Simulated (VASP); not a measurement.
Here is a VASP 6.6.1 calculation.

Contents of INCAR:

```
SYSTEM = YN
PREC     = Accurate       ! precision mode
ENCUT    = 600            ! plane-wave cutoff, eV
EDIFF    = 1E-6           ! SCF threshold, eV
ISMEAR   = -1             ! smearing method
SIGMA    = 0.03           ! smearing width, eV
LREAL    = .FALSE.        ! projectors in reciprocal space
LASPH    = .TRUE.         ! aspherical terms in the spheres
NELM     = 120            ! most SCF steps
ALGO     = Normal         ! electronic algorithm
ISIF     = 2              ! what is computed and relaxed
LWAVE    = .FALSE.        ! write WAVECAR
LCHARG   = .FALSE.        ! write CHGCAR
GGA      = PE             ! functional
NBANDS   = 15             ! bands
GGA_COMPAT= .FALSE.
```

The input KPOINTS:

```
Automatic mesh
0
G
  9 9 9
  0 0 0
```

POSCAR

```
YN
1.0
    0.0000000000      2.4863258675      2.4863258675
    2.4863258675      0.0000000000      2.4863258675
    2.4863258675      2.4863258675      0.0000000000
Y N
1 1
Direct
    0.0000000000      0.0000000000      0.0000000000
    0.5000000000      0.5000000000      0.5000000000
```

Potentials or basis: VASP PAW PBE potentials, release 64 (Y_sv, N).

Command:

```sh
$ cat potpaw_PBE.64/Y_sv/POTCAR potpaw_PBE.64/N/POTCAR > POTCAR
$ mpirun -np 1 vasp_std > vasp.out
```

Question: Predict the pressure.

Answer: -6.1 GPa.

Question: Estimate the band gap on the k mesh.

Answer: 0.33 eV (least direct gap 0.77 eV).

Caveat: the cell stands under tension; an odd mesh through Γ misses points on the zone boundary, where band edges can lie.
